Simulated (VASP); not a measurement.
# Ru (Fm-3m) in VASP: notebook

Runs on Ru. Level: PBEsol. Tasks: single point.

Everything below comes from runs of VASP 6.6.1. Logs are shortened: lines on timing, memory, paths and dates and some standing lists are left out, and cuts for length are marked.

## (1) The cell of the first run

It takes space group Fm-3m (No. 225, cubic). The conventional cell has a = 3.868 Å, b = 3.868 Å, c = 3.868 Å, α = 90.00°, β = 90.00°, γ = 90.00°. Within 3.6 Å of Ru (site symmetry m-3m) lie 12 Ru at 2.74 Å.

## (2) Single point, PBEsol (volume scaled by 1.08)

Contents of INCAR:

```
SYSTEM = Ru
  ALGO = Normal
  EDIFF = 1E-6
  ENCUT = 520
  GGA = PS
  ISIF = 2
  ISMEAR = -1
  LASPH = .TRUE.
  LCHARG = .FALSE.
  LREAL = .FALSE.
  LWAVE = .FALSE.
  NBANDS = 13
  NELM = 80
  PREC = Accurate
  SIGMA = 0.1
```

Contents of KPOINTS:

```
k-points
0
G
  16 16 16
  0 0 0
```

Contents of POSCAR:

```
Ru
1.0
    0.0000000000      1.9339885449      1.9339885449
    1.9339885449      0.0000000000      1.9339885449
    1.9339885449      1.9339885449      0.0000000000
Ru
1
Direct
    0.0000000000      0.0000000000      0.0000000000
```

Potentials or basis: VASP PAW PBE potentials, release 64 (Ru_pv).

On the command line:

```bash
cat potpaw_PBE.64/Ru_pv/POTCAR > POTCAR
mpirun -np 1 vasp_std > vasp.out
```

OUTCAR:

```text
SYSTEM = Ru
   EDIFF = 1E-6
   ENCUT = 520
   GGA = PS
   ISIF = 2
   ISMEAR = -1
   LASPH = .TRUE.
   LREAL = .FALSE.
   NELM = 80
   PREC = Accurate

 ion  position               nearest neighbor table
   1  0.000  0.000  0.000-

  LATTYP: Found a face centered cubic cell.
 ALAT       =     3.8679770898

  Lattice vectors:

 A1 = (   0.0000000000,   1.9339885449,   1.9339885449)
 A2 = (   1.9339885449,   0.0000000000,   1.9339885449)
 A3 = (   1.9339885449,   1.9339885449,   0.0000000000)

Analysis of symmetry for initial positions (statically):
=====================================================================
 Subroutine PRICEL returns:
 Original cell was already a primitive cell.

 Routine SETGRP: Setting up the symmetry group for a
 face centered cubic supercell.

 Subroutine GETGRP returns: Found 48 space group operations
 (whereof 48 operations were pure point group operations)
 out of a pool of 48 trial point group operations.

The static configuration has the point symmetry O_h .

Analysis of symmetry for dynamics (positions and initial velocities):
=====================================================================
 Subroutine PRICEL returns:
 Original cell was already a primitive cell.

 Routine SETGRP: Setting up the symmetry group for a
 face centered cubic supercell.

 Subroutine GETGRP returns: Found 48 space group operations
 (whereof 48 operations were pure point group operations)
 out of a pool of 48 trial point group operations.

The dynamic configuration has the point symmetry O_h .

 Subroutine INISYM returns: Found 48 space group operations
 (whereof 48 operations are pure point group operations),
 and found     1 'primitive' translations

----------------------------------------------------------------------------------------

                                     Primitive cell

  volume of cell :      14.4674

  direct lattice vectors                    reciprocal lattice vectors
     0.000000000  1.933988545  1.933988545    -0.258533072  0.258533072  0.258533072
     1.933988545  0.000000000  1.933988545     0.258533072 -0.258533072  0.258533072
     1.933988545  1.933988545  0.000000000     0.258533072  0.258533072 -0.258533072

  length of vectors
     2.735072830  2.735072830  2.735072830     0.447792416  0.447792416  0.447792416

  position of ions in fractional coordinates (direct lattice)
     0.000000000  0.000000000  0.000000000

  ion indices of the primitive-cell ions
   primitive index   ion index
                 1           1

[... 76 lines left out ...]
   NFREE  =      0    steps in history (QN), initial steepest desc. (CG)
   ISIF   =      2    stress and relaxation
   ISYM   =      2    0-nonsym 1-usesym 2-fastsym
   POTIM  = 0.5000    time-step for ionic-motion
   TEBEG  =    0.0;   TEEND  =   0.0 temperature during run
   PSTRESS=    0.0 pullay stress
   NELECT =      14.0000    total number of electrons
   NUPDOWN=      -1.0000    fix difference up-down
   EMIN   =  10.00;   EMAX   =-10.00  energy-range for DOS
   EFERMI =   0.00;   METHOD = LEGACY
   ISMEAR =    -1;   SIGMA  =   0.10  broadening in eV -4-tet -1-fermi 0-gaus
   EFERMI_NEDOS =   21; number of points for ismear=-14 and -15
   IALGO  =     38    algorithm
   IMIX   =      4    mixing-type and parameters
     AMIX     =   0.40;   BMIX     =  1.00
     AMIX_MAG =   1.60;   BMIX_MAG =  1.00
  volume/ion in A,a.u.               =      14.47        97.63
  Fermi-wavevector in a.u.,A,eV,Ry     =   1.619274  3.059984 35.675122  2.622048
  Thomas-Fermi vector in A             =   2.713401
   LORBIT       =      0    0 simple, 1 ext, 2 COOP (PROOUT), +10 PAW based schemes
   GGA     = PS    functional components
   LHFCALC =     F    Hartree Fock is set to
   AEXX    =    0.0000 exact exchange contribution
   IVDW    =     0    specifies the selected vdW correction
   LEPSILON=     F    determine dielectric tensor
   LRPA    =     F    only Hartree local field effects (RPA)
 non-spin polarized calculation
  energy-cutoff  :      520.00
  volume of cell :       14.47
 maximum number of plane-waves:       399
   NGX = 11   NGY = 11   NGZ = 11

 number of electron      13.9999993 magnetization

 Free energy of the ion-electron system (eV)
  ---------------------------------------------------
  ext. energy  EPLUGINS =         0.00000000
  ---------------------------------------------------
  free energy    TOTEN  =        -9.99010011 eV

  energy without entropy =       -9.95038034  energy(sigma->0) =       -9.97024023

 E-fermi :  11.5152     XC(G=0): -13.8898

 val. band max:       11.5146055573   @ k =  -0.3750   0.3750   0.0625
 cond. band min:      11.5248427899   @ k =   0.1875   0.0625   0.0000
 fundamental gap:      0.0102372326
 Fermi energy:        11.5152050538

 k-point     1 :       0.0000    0.0000    0.0000
  band No.  band energies     occupation
      1     -30.8730      2.00000
      2     -30.8730      2.00000
      3     -30.8730      2.00000
      4       3.8835      2.00000
      5       9.1359      2.00000
      6       9.1359      2.00000
      7       9.1359      2.00000
      8      11.3745      1.60668
      9      11.3745      1.60668
     10      21.9649      0.00000
     11      26.5405      0.00000
     12      31.9183      0.00000
     13      31.9183      0.00000
[... 354 lines left out ...]
  band No.  band energies     occupation
      1     -30.9557      2.00000
      2     -30.8977      2.00000
      3     -30.8792      2.00000
      4       4.2944      2.00000
      5       8.9120      2.00000
      6       9.2896      2.00000
      7       9.3378      2.00000
      8      11.1636      1.94227
      9      11.3972      1.52983
     10      21.9647      0.00000
     11      27.1905      0.00000
     12      30.3699      0.00000
     13      32.0605      0.00000

 [... further k-points ...]
[... 5 lines left out ...]
  --------------------------------------------------------------------------------------
  -------------------------------------------------------------------------------------
  Total       -1.9755905     -1.9755905     -1.9755905     -0.0000000     -0.0000000     -0.0000000
  in kB     -218.7841388   -218.7841388   -218.7841388     -0.0000000     -0.0000000     -0.0000000
  external PRESSURE =    -218.7841388 kB  Pullay stress =       0.0000000 kB

 VOLUME and BASIS-vectors are now :
 -----------------------------------------------------------------------------
  energy-cutoff  :      520.00
  volume of cell :       14.47
      direct lattice vectors                 reciprocal lattice vectors
     0.000000000  1.933988545  1.933988545    -0.258533072  0.258533072  0.258533072
     1.933988545  0.000000000  1.933988545     0.258533072 -0.258533072  0.258533072
     1.933988545  1.933988545  0.000000000     0.258533072  0.258533072 -0.258533072

 POSITION                                       TOTAL-FORCE (eV/Angst)
 -----------------------------------------------------------------------------------
      0.00000      0.00000      0.00000         0.000000      0.000000      0.000000
 -----------------------------------------------------------------------------------
    total drift:                                0.000000     -0.000000      0.000000

  FREE ENERGIE OF THE ION-ELECTRON SYSTEM (eV)
  ---------------------------------------------------
  free  energy   TOTEN  =        -9.9901001110 eV

  energy  without entropy=       -9.9503803391  energy(sigma->0) =       -9.97024023
```

OSZICAR:

```text
N       E                     dE             d eps       ncg     rms          rms(c)
DAV:   1     0.103687362032E+03    0.10369E+03   -0.84583E+03  3799   0.114E+03
DAV:   2    -0.965386295466E+01   -0.11334E+03   -0.10901E+03  4045   0.319E+02
DAV:   3    -0.108180704154E+02   -0.11642E+01   -0.11595E+01  4290   0.359E+01
DAV:   4    -0.108214927191E+02   -0.34223E-02   -0.34222E-02  4090   0.209E+00
DAV:   5    -0.108215155621E+02   -0.22843E-04   -0.22842E-04  4335   0.156E-01    0.118E+01
DAV:   6    -0.100380591031E+02    0.78346E+00   -0.13362E+00  3850   0.149E+01    0.247E+00
DAV:   7    -0.999519244041E+01    0.42867E-01   -0.69520E-02  4175   0.309E+00    0.615E-01
DAV:   8    -0.999027278696E+01    0.49197E-02   -0.36167E-03  3825   0.805E-01    0.177E-01
DAV:   9    -0.999009197554E+01    0.18081E-03   -0.14499E-04  4225   0.163E-01    0.203E-02
DAV:  10    -0.999010053945E+01   -0.85639E-05   -0.57537E-06  3995   0.270E-02    0.455E-03
DAV:  11    -0.999010011100E+01    0.42845E-06   -0.36250E-07  2165   0.813E-03
   1 F= -.99901001E+01 E0= -.99702402E+01  d E =-.397198E-01
```

stdout:

```text
POSCAR found type information on POSCAR Ru
 POSCAR found :  1 types and       1 ions
 scaLAPACK will be used
 -----------------------------------------------------------------------------
|                                                                             |
|                                                                             |
|     You enforced a specific xc type in the INCAR file but a different       |
|     I HOPE YOU KNOW WHAT YOU ARE DOING!                                     |
|                                                                             |
 -----------------------------------------------------------------------------

 LDA part: xc-table for (Slater+PW92), standard interpolation
 POSCAR, INCAR and KPOINTS ok, starting setup
 FFT: planning ... GRIDC
 FFT: planning ... GRID_SOFT
 FFT: planning ... GRID
 WAVECAR not read
 entering main loop
```

It took 8.7 s on 1 thread of Intel Xeon 6975P-C (Granite Rapids), shared host; peak memory 0.14 GiB.

Results:

- Free energy: -9.9901 eV
- Pressure: -21.9 GPa
- Band gap on the k mesh: zero (band 7 reaches 13.54 eV, above the bottom of band 8 at 10.27 eV)

Caveat: the PAW data sets were made with another functional, which shifts forces and pressure a little.

## (3) Single point, PBEsol (volume scaled by 1.12)

Contents of INCAR:

```
SYSTEM = Ru
  PREC = Accurate
  ENCUT = 520
  EDIFF = 1E-7
  ISMEAR = -1
  SIGMA = 0.1
  LREAL = .False.
  LASPH = .True.
  NELM = 60
  ALGO = Normal
  ISIF = 2
  LWAVE = .False.
  LCHARG = .True.
  GGA = PS
  LELF = .True.
  LVHAR = .True.
  NBANDS = 13
```

Contents of KPOINTS:

```
Automatic mesh
0
Gamma
  16 16 16
  0 0 0
```

Contents of POSCAR:

```
Ru
1.0
    0.0000000000      1.9575760957      1.9575760957
    1.9575760957      0.0000000000      1.9575760957
    1.9575760957      1.9575760957      0.0000000000
Ru
1
Direct
    0.0000000000      0.0000000000      0.0000000000
```

Potentials or basis: VASP PAW PBE potentials, release 64 (Ru_pv).

On the command line:

```bash
cat potpaw_PBE.64/Ru_pv/POTCAR > POTCAR
mpirun -np 1 vasp_std > vasp.out
```

OUTCAR:

```text
SYSTEM = Ru
   PREC = Accurate
   ENCUT = 520
   EDIFF = 1E-7
   ISMEAR = -1
   LREAL = .False.
   LASPH = .True.
   NELM = 60
   ISIF = 2
   GGA = PS

 ion  position               nearest neighbor table
   1  0.000  0.000  0.000-

  LATTYP: Found a face centered cubic cell.
 ALAT       =     3.9151521914

  Lattice vectors:

 A1 = (   0.0000000000,   1.9575760957,   1.9575760957)
 A2 = (   1.9575760957,   0.0000000000,   1.9575760957)
 A3 = (   1.9575760957,   1.9575760957,   0.0000000000)

Analysis of symmetry for initial positions (statically):
=====================================================================
 Subroutine PRICEL returns:
 Original cell was already a primitive cell.

 Routine SETGRP: Setting up the symmetry group for a
 face centered cubic supercell.

 Subroutine GETGRP returns: Found 48 space group operations
 (whereof 48 operations were pure point group operations)
 out of a pool of 48 trial point group operations.

The static configuration has the point symmetry O_h .

Analysis of symmetry for dynamics (positions and initial velocities):
=====================================================================
 Subroutine PRICEL returns:
 Original cell was already a primitive cell.

 Routine SETGRP: Setting up the symmetry group for a
 face centered cubic supercell.

 Subroutine GETGRP returns: Found 48 space group operations
 (whereof 48 operations were pure point group operations)
 out of a pool of 48 trial point group operations.

The dynamic configuration has the point symmetry O_h .

 Subroutine INISYM returns: Found 48 space group operations
 (whereof 48 operations are pure point group operations),
 and found     1 'primitive' translations

----------------------------------------------------------------------------------------

                                     Primitive cell
[... 114 lines left out ...]
   GGA     = PS    functional components
   LHFCALC =     F    Hartree Fock is set to
   AEXX    =    0.0000 exact exchange contribution
   IVDW    =     0    specifies the selected vdW correction
   LEPSILON=     F    determine dielectric tensor
   LRPA    =     F    only Hartree local field effects (RPA)
 non-spin polarized calculation
  energy-cutoff  :      520.00
  volume of cell :       15.00
 maximum number of plane-waves:       415
 NGX is ok and might be reduce to    24
   NGX = 11   NGY = 11   NGZ = 11

 number of electron      14.0000002 magnetization

 Free energy of the ion-electron system (eV)
  ---------------------------------------------------
  ext. energy  EPLUGINS =         0.00000000
  ---------------------------------------------------
  free energy    TOTEN  =        -9.90426238 eV

  energy without entropy =       -9.86217947  energy(sigma->0) =       -9.88322093

 E-fermi :  10.9014     XC(G=0): -13.6696

 val. band max:       10.8781091198   @ k =  -0.3750   0.4375   0.1875
 cond. band min:      10.9035512993   @ k =   0.5000   0.0625   0.0000
 fundamental gap:      0.0254421795
 Fermi energy:        10.9014044985

 k-point     1 :       0.0000    0.0000    0.0000
  band No.  band energies     occupation
      1     -31.4773      2.00000
      2     -31.4773      2.00000
      3     -31.4773      2.00000
      4       3.4875      2.00000
      5       8.6491      2.00000
      6       8.6491      2.00000
      7       8.6491      2.00000
      8      10.7635      1.59767
      9      10.7635      1.59767
     10      21.4012      0.00000
     11      25.9310      0.00000
     12      31.1125      0.00000
     13      31.1125      0.00000
[... 354 lines left out ...]
  band No.  band energies     occupation
      1     -31.5500      2.00000
      2     -31.4991      2.00000
      3     -31.4828      2.00000
      4       3.8841      2.00000
      5       8.4386      2.00000
      6       8.7954      2.00000
      7       8.8404      2.00000
      8      10.5670      1.93179
      9      10.7862      1.51962
     10      21.4012      0.00000
     11      26.5385      0.00000
     12      29.5745      0.00000
     13      31.2151      0.00000

 [... further k-points ...]

------------------------ aborting loop because EDIFF is reached ----------------------------------------

  FORCE on cell =-STRESS in cart. coord.  units (eV):
  Direction    XX          YY          ZZ          XY          YZ          ZX
  --------------------------------------------------------------------------------------
  -------------------------------------------------------------------------------------
  Total       -2.7524861     -2.7524861     -2.7524861     -0.0000000     -0.0000000      0.0000000
  in kB     -293.9339535   -293.9339535   -293.9339535     -0.0000000     -0.0000000      0.0000000
  external PRESSURE =    -293.9339535 kB  Pullay stress =       0.0000000 kB

 VOLUME and BASIS-vectors are now :
 -----------------------------------------------------------------------------
  energy-cutoff  :      520.00
  volume of cell :       15.00
      direct lattice vectors                 reciprocal lattice vectors
     0.000000000  1.957576096  1.957576096    -0.255417913  0.255417913  0.255417913
     1.957576096  0.000000000  1.957576096     0.255417913 -0.255417913  0.255417913
     1.957576096  1.957576096  0.000000000     0.255417913  0.255417913 -0.255417913

 POSITION                                       TOTAL-FORCE (eV/Angst)
 -----------------------------------------------------------------------------------
      0.00000      0.00000      0.00000         0.000000      0.000000      0.000000
 -----------------------------------------------------------------------------------
    total drift:                               -0.000000      0.000000     -0.000000

  FREE ENERGIE OF THE ION-ELECTRON SYSTEM (eV)
  ---------------------------------------------------
  free  energy   TOTEN  =        -9.9042623839 eV

  energy  without entropy=       -9.8621794713  energy(sigma->0) =       -9.88322093
```

It took 14 s on 1 thread of Intel Xeon 6975P-C (Granite Rapids), shared host; peak memory 0.15 GiB.

Results:

```yaml
Free_energy: -9.9043 eV
Pressure: -29.4 GPa
Band_gap_on_the_k_mesh: zero (band 7 reaches 12.80 eV, above the bottom of band 8 at 9.73 eV)
```

Caveat: the PAW data sets were made with another functional, which shifts forces and pressure a little.
